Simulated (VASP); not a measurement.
Wanted: the native input for a VASP 6.6.1 run.

```
Task                   : single point
Functional             : PBE
Potentials or basis    : VASP PAW PBE potentials, release 64 (As, Ga_d)
Cutoff                 : 400 eV
k mesh                 : 2 × 2 × 2
Occupations            : gaussian, width 0.05 eV
Spin                   : no spin polarisation
Dipole correction      : no
Further INCAR settings : ALGO = Normal; EDIFF = 1e-06; NBANDS = 118
```

The structure of Ga11As12 (a cell with a defect) lies in POSCAR:

```
Ga11As12
1.0
    0.0000000000      8.6166988155      8.6166988155
    5.7444658770      0.0000000000      5.7444658770
    5.7444658770      5.7444658770      0.0000000000
As Ga
12 11
Direct
    0.2529975358      0.3734671726      0.3754618466
    0.2528228470      0.3731095486      0.8731095486
    0.2220466423      0.8895571874      0.3895571874
    0.2529975358      0.8754618466      0.8734671726
    0.5822296985      0.3773794286      0.3747791062
    0.5842679194      0.3745539644      0.8745539644
    0.5827226006      0.8743270440      0.3743270440
    0.5822296985      0.8747791062      0.8773794286
    0.9202912949      0.3652650803      0.3760914242
    0.9190904636      0.3736189353      0.8736189353
    0.9165898756      0.8765419330      0.3765419330
    0.9202912949      0.8760914242      0.8652650803
    0.0031147942     -0.0025843129     -0.0018417843
    0.0035207458      0.4984881030     -0.0015118970
    0.0031147942      0.4981582157      0.4974156871
    0.3297501048     -0.0041258404      0.0156703787
    0.3299078055     -0.0043295651      0.4956704349
    0.3329013076      0.5005266413      0.0005266413
    0.3297501048      0.5156703787      0.4958741596
    0.6718729377     -0.0026202282     -0.0029589861
    0.6668741564      0.0003395853      0.5003395853
    0.6687429045      0.4992833376     -0.0007166624
    0.6718729377      0.4970410139      0.4973797718
```

This cell differs from its parent crystal: one Ga removed and a neighbour moved into its place, then relaxed in part.

One way to write it, as run:

INCAR

```
SYSTEM = Ga11As12
ALGO     = Normal         ! electronic algorithm
EDIFF    = 1E-6           ! SCF threshold, eV
ENCUT    = 400            ! plane-wave cutoff, eV
GGA      = PE             ! functional
GGA_COMPAT= .FALSE.      
ISIF     = 2              ! what is computed and relaxed
ISMEAR   = 0              ! smearing method
LASPH    = .TRUE.         ! aspherical terms in the spheres
LCHARG   = .FALSE.        ! write CHGCAR
LREAL    = .FALSE.        ! projectors in reciprocal space
LWAVE    = .FALSE.        ! write WAVECAR
NBANDS   = 118            ! bands
NELM     = 120            ! most SCF steps
PREC     = Accurate       ! precision mode
SIGMA    = 0.05           ! smearing width, eV
```

KPOINTS

```
k-points
0
G
  2 2 2
  0 0 0
```

Potentials or basis: VASP PAW PBE potentials, release 64 (As, Ga_d).

Run with:

```sh
$ cat potpaw_PBE.64/As/POTCAR potpaw_PBE.64/Ga_d/POTCAR > POTCAR
$ mpirun -np 1 vasp_std > vasp.out
```

Results of the run:

The pressure is -1.2 GPa and the largest force is 0.017 eV/Å.

Caveat: the k points lie up to 0.47 Å⁻¹ apart; the cell differs from its parent crystal (one Ga removed and a neighbour moved into its place, then relaxed in part).

Wall time 17 min on 1 thread of Intel Xeon 8259CL, with other jobs on the host, peak memory 0.64 GiB.
